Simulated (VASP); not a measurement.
A run of VASP 6.6.1 is set up as follows.

Contents of INCAR:

```
SYSTEM = Pt
PREC = Accurate ; ENCUT = 500
EDIFF = 1E-6 ; ISMEAR = 1
SIGMA = 0.15 ; LREAL = .FALSE.
LASPH = .TRUE. ; NELM = 120
ALGO = Normal ; ISIF = 2
LWAVE = .FALSE. ; LCHARG = .FALSE.
GGA = PS ; NBANDS = 11
GGA_COMPAT = .FALSE.
```

File KPOINTS:

```
Automatic mesh
0
G
  13 13 13
  0 0 0
```

POSCAR

```
Pt
1.0
   -1.5181326332      1.5181326332      1.5181326332
    1.5181326332     -1.5181326332      1.5181326332
    1.5181326332      1.5181326332     -1.5181326332
Pt
1
Direct
    0.0000000000      0.0000000000      0.0000000000
```

Potentials or basis: VASP PAW PBE potentials, release 64 (Pt).

Command:

```console
$ cat potpaw_PBE.64/Pt/POTCAR > POTCAR
$ mpirun -np 1 vasp_std > vasp.out
```

Problem. Predict the pressure.

Solution. 28.3 GPa.

Problem. Estimate the band gap on the k mesh.

Solution. Zero (band 5 reaches 13.50 eV, above the bottom of band 6 at 10.92 eV).

Caveat: the PAW data sets were made with another functional, which shifts forces and pressure a little; spin-orbit coupling is left out, which moves the levels of the heavy elements.
